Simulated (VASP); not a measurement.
# InAs (F-43m) in VASP: further runs

The runs below take InAs through single point, with HSE06, PBEsol, LDA, PBE, r2SCAN.

Everything below comes from runs of VASP 6.6.1. Logs are shortened: lines on timing, memory, paths and dates and some standing lists are left out, and cuts for length are marked.

## (1) The cell of the first run

It takes space group F-43m (No. 216, cubic). The conventional cell has a = 6.109 Å, b = 6.109 Å, c = 6.109 Å, α = 90.00°, β = 90.00°, γ = 90.00°. In (site symmetry -43m) has 4 As at 2.65 Å within 3.5 Å. Within 3.5 Å of As (site symmetry -43m) lie 4 In at 2.65 Å.

## (2) Single point, HSE06, non-collinear spin, zero start, spin-orbit coupling

POSCAR reads:

```
InAs
1.0
    0.0000000000      3.0545904655      3.0545904655
    3.0545904655      0.0000000000      3.0545904655
    3.0545904655      3.0545904655      0.0000000000
In As
1 1
Direct
    0.0000000000      0.0000000000      0.0000000000
    0.2500000000      0.2500000000      0.2500000000
```

INCAR.step1 reads:

```
SYSTEM = InAs
PREC = Accurate
ENCUT = 520
EDIFF = 1E-5
ISMEAR = -1
SIGMA = 0.02
LREAL = .False.
LASPH = .True.
NELM = 150
ALGO = Normal
ISIF = 2
LWAVE = .True.
LCHARG = .False.
MAGMOM = 0 0 0 0 0 0
LORBIT = 11
LSORBIT = .True.
GGA_COMPAT = .False.
LORBMOM = .True.
GGA = PE
NBANDS = 30
```

INCAR.step2 reads:

```
SYSTEM = InAs
PREC = Accurate
ENCUT = 520
EDIFF = 1E-7
ISMEAR = -1
SIGMA = 0.02
LREAL = .False.
LASPH = .True.
NELM = 150
ALGO = Normal
ISIF = 2
LWAVE = .False.
LCHARG = .False.
MAGMOM = 0 0 0 0 0 0
LORBIT = 11
LSORBIT = .True.
GGA_COMPAT = .False.
LORBMOM = .True.
GGA = PE
LHFCALC = .True.
HFSCREEN = 0.2079
PRECFOCK = Normal
ISTART = 1
NBANDS = 30
```

KPOINTS reads:

```
regular mesh
0
Gamma
  4 4 4
  0 0 0
```

Potentials or basis: VASP PAW PBE potentials, release 64 (In_d, As).

Started as:

```sh
> cat potpaw_PBE.64/In_d/POTCAR potpaw_PBE.64/As/POTCAR > POTCAR
> cp INCAR.step1 INCAR
> mpirun -np 1 vasp_ncl > vasp.out
> cp INCAR.step2 INCAR
> mpirun -np 1 vasp_ncl > vasp.out
```

OUTCAR:

```text
SYSTEM = InAs
   PREC = Accurate
   ENCUT = 520
   EDIFF = 1E-7
   ISMEAR = -1
   LREAL = .False.
   LASPH = .True.
   NELM = 150
   ISIF = 2
   LORBIT = 11
   LSORBIT = .True.
   GGA = PE
   LHFCALC = .True.
   HFSCREEN = 0.2079
   PRECFOCK = Normal
   ISTART = 1

 ion  position               nearest neighbor table
   1  0.000  0.000  0.000-   2 2.65   2 2.65   2 2.65   2 2.65
   2  0.250  0.250  0.250-   1 2.65   1 2.65   1 2.65   1 2.65

  LATTYP: Found a face centered cubic cell.
 ALAT       =     6.1091809310

  Lattice vectors:

 A1 = (   0.0000000000,   3.0545904655,   3.0545904655)
 A2 = (   3.0545904655,   0.0000000000,   3.0545904655)
 A3 = (   3.0545904655,   3.0545904655,   0.0000000000)

Analysis of symmetry for initial positions (statically):
=====================================================================
 Subroutine PRICEL returns:
 Original cell was already a primitive cell.

 Routine SETGRP: Setting up the symmetry group for a
 face centered cubic supercell.

 Subroutine GETGRP returns: Found 24 space group operations
 (whereof 24 operations were pure point group operations)
 out of a pool of 48 trial point group operations.

The static configuration has the point symmetry T_d .

Analysis of symmetry for dynamics (positions and initial velocities):
=====================================================================
 Subroutine PRICEL returns:
 Original cell was already a primitive cell.

 Routine SETGRP: Setting up the symmetry group for a
 face centered cubic supercell.

 Subroutine GETGRP returns: Found 24 space group operations
 (whereof 24 operations were pure point group operations)
 out of a pool of 48 trial point group operations.

The dynamic configuration has the point symmetry T_d .

Analysis of structural, dynamic, and magnetic symmetry:
=====================================================================
 Subroutine PRICEL returns:
 Original cell was already a primitive cell.

 Routine SETGRP: Setting up the symmetry group for a
 face centered cubic supercell.

 Subroutine GETGRP returns: Found 24 space group operations
 (whereof 24 operations were pure point group operations)
 out of a pool of 48 trial point group operations.

The overall configuration has the point symmetry T_d .

 Subroutine INISYM returns: Found 24 space group operations
 (whereof 24 operations are pure point group operations),
 and found     1 'primitive' translations

----------------------------------------------------------------------------------------

                                     Primitive cell

  volume of cell :      57.0019

  direct lattice vectors                    reciprocal lattice vectors
     0.000000000  3.054590466  3.054590466    -0.163688064  0.163688064  0.163688064
     3.054590466  0.000000000  3.054590466     0.163688064 -0.163688064  0.163688064
     3.054590466  3.054590466  0.000000000     0.163688064  0.163688064 -0.163688064

  length of vectors
     4.319843264  4.319843264  4.319843264     0.283516044  0.283516044  0.283516044

  position of ions in fractional coordinates (direct lattice)
     0.000000000  0.000000000  0.000000000
     0.250000000  0.250000000  0.250000000

  ion indices of the primitive-cell ions
   primitive index   ion index
                 1           1
                 2           2

----------------------------------------------------------------------------------------

 KPOINTS: regular mesh

Automatic generation of k-mesh.
 Grid dimensions read from file:
 generate k-points for:    4    4    4

 Generating k-lattice:

  Cartesian coordinates                     Fractional coordinates (reciprocal lattice)
    -0.040922016  0.040922016  0.040922016     0.250000000  0.000000000  0.000000000
     0.040922016 -0.040922016  0.040922016     0.000000000  0.250000000  0.000000000
     0.040922016  0.040922016 -0.040922016     0.000000000  0.000000000  0.250000000

[... 88 lines left out ...]

 number of electron      17.9999996 magnetization       0.0000000     -0.0000000     -0.0000000

 Free energy of the ion-electron system (eV)
  ---------------------------------------------------
  ext. energy  EPLUGINS =         0.00000000
  ---------------------------------------------------
  free energy    TOTEN  =        -9.15626597 eV

  energy without entropy =       -9.15625219  energy(sigma->0) =       -9.15625908

 E-fermi :   4.0806     XC(G=0):  -7.4591

 val. band max:        3.9352102066   @ k =   0.0000   0.0000   0.0000
 cond. band min:       4.2121437112   @ k =   0.0000   0.0000   0.0000
 fundamental gap:      0.2769335046
 Fermi energy:         4.0806137307

 k-point     1 :       0.0000    0.0000    0.0000
  band No.  band energies     occupation
      1     -12.7749      1.00000
      2     -12.7749      1.00000
      3     -12.7749      1.00000
      4     -12.7749      1.00000
      5     -11.9400      1.00000
      6     -11.9400      1.00000
[... 319 lines left out ...]
     29      16.3209      0.00000
     30      16.5005      0.00000

------------------------ aborting loop because EDIFF is reached ----------------------------------------

  FORCE on cell =-STRESS in cart. coord.  units (eV):
  Direction    XX          YY          ZZ          XY          YZ          ZX
  --------------------------------------------------------------------------------------
  -------------------------------------------------------------------------------------
  Total       -0.0258739     -0.0258739     -0.0258739     -0.0000000      0.0000000     -0.0000000
  in kB       -0.7272500     -0.7272500     -0.7272500     -0.0000000      0.0000000     -0.0000000
  external PRESSURE =      -0.7272500 kB  Pullay stress =       0.0000000 kB

 VOLUME and BASIS-vectors are now :
 -----------------------------------------------------------------------------
  energy-cutoff  :      520.00
  volume of cell :       57.00
      direct lattice vectors                 reciprocal lattice vectors
     0.000000000  3.054590466  3.054590466    -0.163688064  0.163688064  0.163688064
     3.054590466  0.000000000  3.054590466     0.163688064 -0.163688064  0.163688064
     3.054590466  3.054590466  0.000000000     0.163688064  0.163688064 -0.163688064

 POSITION                                       TOTAL-FORCE (eV/Angst)
 -----------------------------------------------------------------------------------
      0.00000      0.00000      0.00000         0.000000      0.000000      0.000000
      1.52730      1.52730      1.52730        -0.000000     -0.000000     -0.000000
 -----------------------------------------------------------------------------------
    total drift:                                0.000002     -0.000002      0.000003

  FREE ENERGIE OF THE ION-ELECTRON SYSTEM (eV)
  ---------------------------------------------------
  free  energy   TOTEN  =        -9.1562659653 eV

  energy  without entropy=       -9.1562521897  energy(sigma->0) =       -9.15625908

 orbital moment (x)

 # of ion     p       d       tot
 ----------------------------------------
  1         0.000   0.000   0.000
  2         0.000   0.000   0.000
 ----------------------------------------
            0.000   0.000   0.000

 orbital moment (y)

 # of ion     p       d       tot
 ----------------------------------------
  1         0.000   0.000   0.000
  2        -0.000  -0.000  -0.000
 ----------------------------------------
            0.000   0.000   0.000

 orbital moment (z)

 # of ion     p       d       tot
 ----------------------------------------
  1         0.000   0.000   0.000
  2        -0.000   0.000  -0.000
 ----------------------------------------
           -0.000   0.000   0.000

 Spin-Orbit-Coupling matrix elements

 Ion:    1  E_soc:     -0.0674371
 l=   1
     0.0000000    -0.0050800    -0.0050800
    -0.0050800     0.0000000    -0.0050800
    -0.0050800    -0.0050800     0.0000000
 l=   2
     0.0000000    -0.0012608     0.0000000    -0.0012608    -0.0048986
    -0.0012608     0.0000000    -0.0036740    -0.0012608    -0.0012247
     0.0000000    -0.0036740     0.0000000    -0.0036740     0.0000000
    -0.0012608    -0.0012608    -0.0036740     0.0000000    -0.0012247
    -0.0048986    -0.0012247     0.0000000    -0.0012247     0.0000000
 l=   3
     0.0000000     0.0000000     0.0000000     0.0000000     0.0000000     0.0000000     0.0000000
     0.0000000     0.0000000     0.0000000     0.0000000     0.0000000     0.0000000     0.0000000
     0.0000000     0.0000000     0.0000000     0.0000000     0.0000000     0.0000000     0.0000000
     0.0000000     0.0000000     0.0000000     0.0000000     0.0000000     0.0000000     0.0000000
     0.0000000     0.0000000     0.0000000     0.0000000     0.0000000     0.0000000     0.0000000
     0.0000000     0.0000000     0.0000000     0.0000000     0.0000000     0.0000000     0.0000000
     0.0000000     0.0000000     0.0000000     0.0000000     0.0000000     0.0000000     0.0000000

 Ion:    2  E_soc:     -0.0239771
 l=   1
     0.0000000    -0.0039940    -0.0039940
    -0.0039940     0.0000000    -0.0039940
    -0.0039940    -0.0039940     0.0000000
 l=   2
     0.0000000    -0.0000019     0.0000000    -0.0000019    -0.0000003
    -0.0000019     0.0000000    -0.0000002    -0.0000019    -0.0000001
     0.0000000    -0.0000002     0.0000000    -0.0000002     0.0000000
    -0.0000019    -0.0000019    -0.0000002     0.0000000    -0.0000001
    -0.0000003    -0.0000001     0.0000000    -0.0000001     0.0000000
 l=   3
     0.0000000     0.0000000     0.0000000     0.0000000     0.0000000     0.0000000     0.0000000
     0.0000000     0.0000000     0.0000000     0.0000000     0.0000000     0.0000000     0.0000000
     0.0000000     0.0000000     0.0000000     0.0000000     0.0000000     0.0000000     0.0000000
     0.0000000     0.0000000     0.0000000     0.0000000     0.0000000     0.0000000     0.0000000
     0.0000000     0.0000000     0.0000000     0.0000000     0.0000000     0.0000000     0.0000000
     0.0000000     0.0000000     0.0000000     0.0000000     0.0000000     0.0000000     0.0000000
     0.0000000     0.0000000     0.0000000     0.0000000     0.0000000     0.0000000     0.0000000

 total charge

# of ion       s       p       d       tot
------------------------------------------
    1        0.842   0.727   9.903  11.471
    2        1.218   1.617   0.020   2.855
--------------------------------------------------
tot          2.060   2.344   9.923  14.327

 magnetization (x)

# of ion       s       p       d       tot
------------------------------------------
    1        0.000   0.000   0.000   0.000
    2        0.000   0.000  -0.000   0.000
--------------------------------------------------
tot          0.000   0.000   0.000   0.000

 magnetization (y)

# of ion       s       p       d       tot
------------------------------------------
    1        0.000   0.000   0.000   0.000
    2        0.000   0.000   0.000   0.000
--------------------------------------------------
tot          0.000   0.000   0.000   0.000

 magnetization (z)

# of ion       s       p       d       tot
------------------------------------------
    1        0.000   0.000  -0.000   0.000
    2       -0.000   0.000   0.000  -0.000
--------------------------------------------------
tot          0.000   0.000  -0.000   0.000
```

It took 1.7 h on 1 thread of Intel Xeon Platinum 8488C (Sapphire Rapids), shared host; peak memory 0.46 GiB.

Results:

| Quantity | Value |
| --- | --- |
| Free energy | -9.1563 eV |
| Pressure | -0.1 GPa |
| Net moment | 0.00 μB per cell |
| Valence electrons inside the program's atomic spheres | In 11.47; As 2.85 |

Moments on the atoms (μB; x, y, z):
```
In  0.00 0.00 0.00
As  0.00 0.00 0.00
```

Caveat: the k points lie up to 0.45 Å⁻¹ apart; the PAW data sets were made with another functional, which shifts forces and pressure a little.

## (3) Single point, PBEsol

This run uses another cell than the first one, of 28.23 Å³/atom.

INCAR reads:

```
SYSTEM = InAs
ALGO     = Normal         ! electronic algorithm
EDIFF    = 1E-7           ! SCF threshold, eV
ENCUT    = 520            ! plane-wave cutoff, eV
GGA      = PS             ! functional
ISIF     = 2              ! what is computed and relaxed
ISMEAR   = -1             ! smearing method
LASPH    = .TRUE.         ! aspherical terms in the spheres
LCHARG   = .TRUE.         ! write CHGCAR
LELF     = .TRUE.         ! ELF
LREAL    = .FALSE.        ! projectors in reciprocal space
LVHAR    = .TRUE.       
LWAVE    = .FALSE.        ! write WAVECAR
NBANDS   = 16             ! bands
NELM     = 100            ! most SCF steps
PREC     = Accurate       ! precision mode
SIGMA    = 0.02           ! smearing width, eV
```

KPOINTS reads:

```
k-points
0
G
  6 6 6
  0 0 0
```

POSCAR reads:

```
InAs
1.0
    0.0000000000      3.0449556768      3.0449556768
    3.0449556768      0.0000000000      3.0449556768
    3.0449556768      3.0449556768      0.0000000000
In As
1 1
Direct
    0.0000000000      0.0000000000      0.0000000000
    0.2500000000      0.2500000000      0.2500000000
```

Potentials or basis: VASP PAW PBE potentials, release 64 (In_d, As).

Started as:

```sh
> cat potpaw_PBE.64/In_d/POTCAR potpaw_PBE.64/As/POTCAR > POTCAR
> mpirun -np 1 vasp_std > vasp.out
```

Run time: 18 s. Hardware: 1 thread of Intel Xeon 8259CL, shared host; peak memory 0.18 GiB.

Results (log left out):

* Free energy: -8.4713 eV
* Pressure: 0.1 GPa
* Band gap on the k mesh: zero (filled and empty bands touch)

Levels at points of the mesh, in eV from the Fermi level:
```csv
k point,band 5,band 6,band 7,band 8,band 9,band 10,band 11,band 12,band 13,band 14
"(0.00, 0.00, 0.00)",-14.19,-11.77,-0.41,-0.01,-0.01,-0.01,3.83,3.83,3.83,7.23
"(0.50, 0.00, 0.00)",-14.19,-10.35,-5.73,-0.98,-0.98,0.81,4.59,4.59,6.67,8.78
"(0.50, 0.50, 0.00)",-14.17,-9.82,-5.81,-2.29,-2.29,1.45,1.96,8.93,9.05,9.05
```

Caveat: semilocal functionals underestimate gaps, so a narrow gap can read as zero; the PAW data sets were made with another functional, which shifts forces and pressure a little; spin-orbit coupling is left out, which moves the levels of the heavy elements.

[end of part 1 of 2]
